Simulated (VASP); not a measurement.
# Bi (P2/m) in VASP: a series of runs, part 2 of 2

VASP 6.6.1.

### 3 Single point, PBEsol (uniaxial strain along c: -4.5 %, then relaxed in part)

INCAR

```
PREC = Accurate
ENCUT = 520
EDIFF = 1E-6
ISMEAR = 0
SIGMA = 0.1
LREAL = F
LASPH = T
NELM = 60
ALGO = Fast
ISIF = 2
LWAVE = F
LCHARG = F
GGA = PS
NBANDS = 22
```

KPOINTS

```
Automatic mesh
0
Gamma
  14 14 8
```

POSCAR

```
Bi
1.0
    3.3093053747      0.0000000000      0.0004368342
    0.0000000000      3.2475793683      0.0000000000
   -0.0134966988      0.0000000000      6.0261787966
Bi
2
Direct
    0.3377655464      0.0000000000      0.2499051843
    0.6622344536      0.0000000000      0.7500948157
```

Potentials or basis: VASP PAW PBE potentials, release 64 (Bi_d).

On the command line:

```console
$ cat potpaw_PBE.64/Bi_d/POTCAR > POTCAR
$ mpirun -np 1 vasp_std > vasp.out
```

OUTCAR:

```text
PREC = Accurate
   ENCUT = 520
   EDIFF = 1E-6
   ISMEAR = 0
   LREAL = F
   LASPH = T
   NELM = 60
   ISIF = 2
   GGA = PS

 ion  position               nearest neighbor table
   1  0.338  0.000  0.250-   2 3.20   2 3.20   2 3.75   2 3.76
   2  0.662  0.000  0.750-   1 3.20   1 3.20   1 3.75   1 3.76

  LATTYP: Found a simple monoclinic cell.
 ALAT       =     3.3093054035
 B/A-ratio  =     0.9813477368
 C/A-ratio  =     1.8209845197
 COS(beta)  =    -0.0021076707

  Lattice vectors:

 A1 = (   3.3093053747,   0.0000000000,   0.0004368342)
 A2 = (   0.0000000000,   3.2475793683,   0.0000000000)
 A3 = (  -0.0134966988,   0.0000000000,   6.0261787966)

Analysis of symmetry for initial positions (statically):
=====================================================================
 Subroutine PRICEL returns:
 Original cell was already a primitive cell.

 Routine SETGRP: Setting up the symmetry group for a
 simple monoclinic supercell.

 Subroutine GETGRP returns: Found  4 space group operations
 (whereof  4 operations were pure point group operations)
 out of a pool of  4 trial point group operations.
[... 161 lines left out ...]
  free energy    TOTEN  =        -8.54807834 eV

  energy without entropy =       -8.54301968  energy(sigma->0) =       -8.54554901

 E-fermi :   7.2214     XC(G=0): -10.1567

 val. band max:        7.2179405299   @ k =   0.0714   0.3571   0.5000
 cond. band min:       7.2249588394   @ k =   0.0714   0.3571   0.5000
 fundamental gap:      0.0070183095
 Fermi energy:         7.2213732021

 k-point     1 :       0.0000    0.0000    0.0000
  band No.  band energies     occupation
      1     -15.7915      2.00000
      2     -15.7604      2.00000
      3     -15.7198      2.00000
      4     -15.5751      2.00000
      5     -15.5605      2.00000
      6     -15.5507      2.00000
[... 589 lines left out ...]
     21      16.5739      0.00000
     22      17.0698      0.00000

 [... further k-points ...]

------------------------ aborting loop because EDIFF is reached ----------------------------------------

  FORCE on cell =-STRESS in cart. coord.  units (eV):
  Direction    XX          YY          ZZ          XY          YZ          ZX
  --------------------------------------------------------------------------------------
  -------------------------------------------------------------------------------------
  Total       -0.0802619     -0.0627695      0.5678397      0.0000000      0.0000000      0.0059883
  in kB       -1.9855529     -1.5528174     14.0474538      0.0000000      0.0000000      0.1481418
  external PRESSURE =       3.5030278 kB  Pullay stress =       0.0000000 kB

 VOLUME and BASIS-vectors are now :
 -----------------------------------------------------------------------------
  energy-cutoff  :      520.00
  volume of cell :       64.76
      direct lattice vectors                 reciprocal lattice vectors
     3.309305375  0.000000000  0.000436834     0.302178128  0.000000000  0.000676782
     0.000000000  3.247579368  0.000000000     0.000000000  0.307921651  0.000000000
    -0.013496699  0.000000000  6.026178797    -0.000021905  0.000000000  0.165942588

 POSITION                                       TOTAL-FORCE (eV/Angst)
 -----------------------------------------------------------------------------------
      1.11440      0.00000      1.50612        -0.001127      0.000000     -0.000005
      2.18141      0.00000      4.52049         0.001127      0.000000      0.000005
 -----------------------------------------------------------------------------------
    total drift:                                0.000000     -0.000000      0.000000

  FREE ENERGIE OF THE ION-ELECTRON SYSTEM (eV)
  ---------------------------------------------------
  free  energy   TOTEN  =        -8.5480783444 eV

  energy  without entropy=       -8.5430196815  energy(sigma->0) =       -8.54554901
```

OSZICAR:

```text
N       E                     dE             d eps       ncg     rms          rms(c)
DAV:   1     0.305739546503E+03    0.30574E+03   -0.16230E+04 20440   0.169E+03
DAV:   2     0.171132105385E+02   -0.28863E+03   -0.28102E+03 20740   0.441E+02
DAV:   3    -0.768772046946E+01   -0.24801E+02   -0.24497E+02 24684   0.142E+02
DAV:   4    -0.852634724677E+01   -0.83863E+00   -0.83789E+00 24970   0.284E+01
DAV:   5    -0.856056098293E+01   -0.34214E-01   -0.34212E-01 28672   0.519E+00    0.822E-01
RMM:   6    -0.855052604824E+01    0.10035E-01   -0.18273E-02 23836   0.148E+00    0.474E-01
RMM:   7    -0.854784368967E+01    0.26824E-02   -0.14672E-02 23325   0.119E+00    0.112E-01
RMM:   8    -0.854797164470E+01   -0.12796E-03   -0.34087E-03 27852   0.626E-01    0.168E-02
RMM:   9    -0.854806753297E+01   -0.95888E-04   -0.10389E-03 34037   0.248E-01    0.204E-02
RMM:  10    -0.854807935610E+01   -0.11823E-04   -0.12964E-04 33824   0.897E-02    0.222E-02
RMM:  11    -0.854807615055E+01    0.32056E-05   -0.26467E-05 25510   0.613E-02    0.126E-02
RMM:  12    -0.854807621408E+01   -0.63536E-07   -0.13715E-05 26984   0.397E-02    0.157E-02
RMM:  13    -0.854807761992E+01   -0.14058E-05   -0.50677E-06 17217   0.181E-02    0.174E-02
RMM:  14    -0.854807834442E+01   -0.72450E-06   -0.13079E-06 12820   0.120E-02
   1 F= -.85480783E+01 E0= -.85455490E+01  d E =-.505866E-02
```

stdout:

```text
POSCAR found type information on POSCAR Bi
 POSCAR found :  1 types and       2 ions
 scaLAPACK will be used
 -----------------------------------------------------------------------------
|                                                                             |
|                                                                             |
|     You enforced a specific xc type in the INCAR file but a different       |
|     I HOPE YOU KNOW WHAT YOU ARE DOING!                                     |
|                                                                             |
 -----------------------------------------------------------------------------

 LDA part: xc-table for (Slater+PW92), standard interpolation
 POSCAR, INCAR and KPOINTS ok, starting setup
 FFT: planning ... GRIDC
 FFT: planning ... GRID_SOFT
 FFT: planning ... GRID
 WAVECAR not read
 entering main loop
WARNING in EDDRMM: call to ZHEGV failed, returncode =   8  4     21
WARNING in EDDRMM: call to ZHEGV failed, returncode =   6  3     19
WARNING in EDDRMM: call to ZHEGV failed, returncode =   8  4     22
WARNING in EDDRMM: call to ZHEGV failed, returncode =   6  3     20
WARNING in EDDRMM: call to ZHEGV failed, returncode =   6  3     20
WARNING in EDDRMM: call to ZHEGV failed, returncode =   6  3     21
WARNING in EDDRMM: call to ZHEGV failed, returncode =   6  3     19
```

It took 3.6 min on 1 thread of Intel Xeon 6975P-C (Granite Rapids), shared host; peak memory 0.57 GiB.

Results:

```yaml
Free_energy: -8.5481 eV
Pressure: 0.4 GPa
Band_gap_on_the_k_mesh: zero (bands 15 and 16 overlap by 5.94 eV)
```

Levels at points of the mesh, in eV from the Fermi level:
```csv
k point,band 11,band 12,band 13,band 14,band 15,band 16,band 17,band 18,band 19,band 20
"(0.00, 0.00, 0.00)",-13.51,-10.98,-5.29,2.66,2.79,3.69,4.32,5.32,6.66,7.74
"(0.50, 0.00, 0.00)",-11.43,-10.01,-4.61,-3.32,-2.79,0.23,4.95,6.38,8.88,9.52
"(0.00, 0.50, 0.00)",-11.62,-9.10,-5.33,-3.47,-2.87,2.65,4.55,5.66,6.25,9.60
"(0.50, 0.50, 0.00)",-9.57,-8.11,-3.20,-2.75,-1.96,-1.52,-1.02,2.37,3.10,4.79
"(0.00, 0.00, 0.50)",-12.57,-12.57,-1.44,-1.44,3.22,3.25,3.81,3.81,7.20,7.22
"(0.50, 0.00, 0.50)",-10.75,-10.74,-4.93,-4.93,1.02,1.06,5.61,5.61,5.62,5.65
"(0.00, 0.50, 0.50)",-10.70,-10.69,-4.36,-4.36,0.49,0.50,5.11,5.14,5.91,5.91
"(0.50, 0.50, 0.50)",-8.88,-8.87,-3.10,-3.10,-2.61,-2.60,2.85,2.89,2.95,2.95
```

Caveat: the cell differs from its parent crystal (uniaxial strain along c: -4.5 %, then relaxed in part); the PAW data sets were made with another functional, which shifts forces and pressure a little; spin-orbit coupling is left out, which moves the levels of the heavy elements.

### 4 Single point, PBEsol (uniaxial strain along a: +1.5 %)

INCAR

```
SYSTEM = Bi
PREC     = Accurate       ! precision mode
ENCUT    = 520            ! plane-wave cutoff, eV
EDIFF    = 1E-7           ! SCF threshold, eV
ISMEAR   = 0              ! smearing method
SIGMA    = 0.1            ! smearing width, eV
LREAL    = .FALSE.        ! projectors in reciprocal space
LASPH    = .TRUE.         ! aspherical terms in the spheres
NELM     = 60             ! most SCF steps
ALGO     = Fast           ! electronic algorithm
ISIF     = 2              ! what is computed and relaxed
LWAVE    = .FALSE.        ! write WAVECAR
LCHARG   = .FALSE.        ! write CHGCAR
GGA      = PS             ! functional
NBANDS   = 22             ! bands
```

KPOINTS

```
regular mesh
0
G
  14 14 8
  0 0 0
```

POSCAR

```
Bi
1.0
    3.2968988959      0.0000000000      0.0000000000
    0.0000000000      3.2180129466      0.0000000000
   -0.0142943226      0.0000000000      6.2864719703
Bi
2
Direct
    0.3983292417      0.0000000000      0.2500193853
    0.6016707583      0.0000000000      0.7499806147
```

On the command line:

```console
$ cat potpaw_PBE.64/Bi_d/POTCAR > POTCAR
$ mpirun -np 1 vasp_std > vasp.out
```

Wall time 23 min (1 thread of Intel Xeon 8259CL, shared host); peak memory 0.6 GiB.

Results (log left out):

* Free energy: -8.5557 eV
* Pressure: -0.4 GPa
* Largest force: 0.017 eV/Å
* Band gap on the k mesh: zero (bands 15 and 16 overlap by 5.98 eV)

Forces on the atoms (eV/Å):
```
Bi  -0.017  0.000 -0.001
Bi   0.017  0.000  0.001
```

Stress tensor (GPa, compression positive):
```
-1.92  0.00  0.00
 0.00  0.54  0.00
 0.00  0.00  0.09
```

Levels at points of the mesh, in eV from the Fermi level:
```csv
k point,band 11,band 12,band 13,band 14,band 15,band 16,band 17,band 18,band 19,band 20
"(0.00, 0.00, 0.00)",-13.29,-11.13,-5.12,3.13,3.25,3.68,3.70,5.42,6.69,8.05
"(0.50, 0.00, 0.00)",-11.43,-9.64,-4.85,-3.14,-3.10,1.41,5.15,6.82,7.00,9.95
"(0.00, 0.50, 0.00)",-11.30,-9.15,-5.14,-3.19,-3.03,2.71,5.13,5.67,5.75,9.70
"(0.50, 0.50, 0.00)",-9.46,-7.63,-3.26,-2.90,-1.65,-1.28,-1.25,2.83,3.82,5.16
"(0.00, 0.00, 0.50)",-12.46,-12.46,-1.66,-1.66,3.45,3.48,4.15,4.15,7.43,7.45
"(0.50, 0.00, 0.50)",-10.70,-10.69,-4.47,-4.47,0.45,0.48,5.44,5.46,5.96,5.97
"(0.00, 0.50, 0.50)",-10.48,-10.48,-4.29,-4.29,0.38,0.38,5.45,5.47,5.61,5.61
"(0.50, 0.50, 0.50)",-8.72,-8.71,-2.56,-2.55,-2.54,-2.53,2.41,2.44,3.26,3.26
```

Caveat: the cell differs from its parent crystal (uniaxial strain along a: +1.5 %); the PAW data sets were made with another functional, which shifts forces and pressure a little; spin-orbit coupling is left out, which moves the levels of the heavy elements.

### 5 Single point, PBEsol (uniaxial strain along a: +3.0 %)

INCAR

```
PREC     = Accurate       # precision mode
ENCUT    = 520            # plane-wave cutoff, eV
EDIFF    = 1E-6           # SCF threshold, eV
ISMEAR   = 0              # smearing method
SIGMA    = 0.1            # smearing width, eV
LREAL    = F              # projectors in reciprocal space
LASPH    = T              # aspherical terms in the spheres
NELM     = 100            # most SCF steps
ALGO     = Fast           # electronic algorithm
ISIF     = 2              # what is computed and relaxed
LWAVE    = F              # write WAVECAR
LCHARG   = T              # write CHGCAR
GGA      = PS             # functional
LELF     = T              # ELF
LVHAR    = T            
NBANDS   = 22             # bands
```

KPOINTS

```
Automatic mesh
0
Gamma
  14 14 8
```

POSCAR

```
Bi
1.0
    3.3456215397      0.0000000000      0.0000000000
    0.0000000000      3.2058999745      0.0000000000
   -0.0145055687      0.0000000000      6.2628089641
Bi
2
Direct
    0.3765446379      0.0000000000      0.2499377847
    0.6234553621      0.0000000000      0.7500622153
```

On the command line:

```console
$ cat potpaw_PBE.64/Bi_d/POTCAR > POTCAR
$ mpirun -np 1 vasp_std > vasp.out
```

It took 20 min on 1 thread of Intel Xeon 8259CL, shared host; peak memory 0.59 GiB.

It converged, with:

* Free energy: -8.5410 eV
* Pressure: -0.9 GPa
* Largest force: 0.004 eV/Å
* Band gap on the k mesh: zero (bands 15 and 16 overlap by 5.79 eV)

Forces on the atoms (eV/Å):
```
Bi   0.004  0.000  0.000
Bi  -0.004  0.000  0.000
```

Stress tensor (GPa, compression positive):
```
-3.04  0.00  0.01
 0.00  1.16  0.00
 0.01  0.00 -0.82
```

Levels at points of the mesh, in eV from the Fermi level:
| k point | band 13 | band 14 | band 15 | band 16 | band 17 | band 18 |
| --- | --- | --- | --- | --- | --- | --- |
| (0.00, 0.00, 0.00) | -5.05 | 3.05 | 3.09 | 3.40 | 3.69 | 5.57 |
| (0.50, 0.00, 0.00) | -4.69 | -3.13 | -3.00 | 0.98 | 5.25 | 6.91 |
| (0.00, 0.50, 0.00) | -5.12 | -3.08 | -3.01 | 2.75 | 5.10 | 5.15 |
| (0.50, 0.50, 0.00) | -3.29 | -2.68 | -1.85 | -1.21 | -1.11 | 2.94 |
| (0.00, 0.00, 0.50) | -1.62 | -1.62 | 3.13 | 3.16 | 4.30 | 4.30 |
| (0.50, 0.00, 0.50) | -4.51 | -4.51 | 0.51 | 0.54 | 5.40 | 5.43 |
| (0.00, 0.50, 0.50) | -4.27 | -4.27 | 0.45 | 0.46 | 5.16 | 5.18 |
| (0.50, 0.50, 0.50) | -2.64 | -2.63 | -2.53 | -2.52 | 2.51 | 2.53 |

Caveat: the cell differs from its parent crystal (uniaxial strain along a: +3.0 %); the PAW data sets were made with another functional, which shifts forces and pressure a little; spin-orbit coupling is left out, which moves the levels of the heavy elements.

### 6 Overview

```tsv
cell	further INCAR settings	gap on the mesh (eV)	pressure (GPa)	largest force (eV/Å)
a = 3.285, b = 3.266, c = 6.026 Å, angles 90.0, 90.1, 90.0°, 2 atoms, atomic positions A	ALGO = Fast; EDIFF = 1e-07; NBANDS = 22	none	0.9	0.06
a = 3.309, b = 3.248, c = 6.026 Å, angles 90.0, 90.1, 90.0°, 2 atoms, atomic positions B	ALGO = Fast; EDIFF = 1e-06; NBANDS = 22	none	0.4	-
a = 3.297, b = 3.218, c = 6.286 Å, angles 90.0, 90.1, 90.0°, 2 atoms, atomic positions C	ALGO = Fast; EDIFF = 1e-07; NBANDS = 22	none	-0.4	0.02
a = 3.346, b = 3.206, c = 6.263 Å, angles 90.0, 90.1, 90.0°, 2 atoms, atomic positions D	ALGO = Fast; EDIFF = 1e-06; NBANDS = 22	none	-0.9	-
```

Alike in all rows: task single point; level PBEsol; potentials or basis VASP PAW PBE potentials, release 64 (Bi_d); no spin polarisation; k mesh 14 × 14 × 8; cutoff (eV) 520; smearing gaussian 0.1 eV.

Caveats: the PAW data sets were made with another functional, which shifts forces and pressure a little; spin-orbit coupling is left out, which moves the levels of the heavy elements.

Total energies depend on the potentials used, so only differences within one code and one set of settings carry meaning.
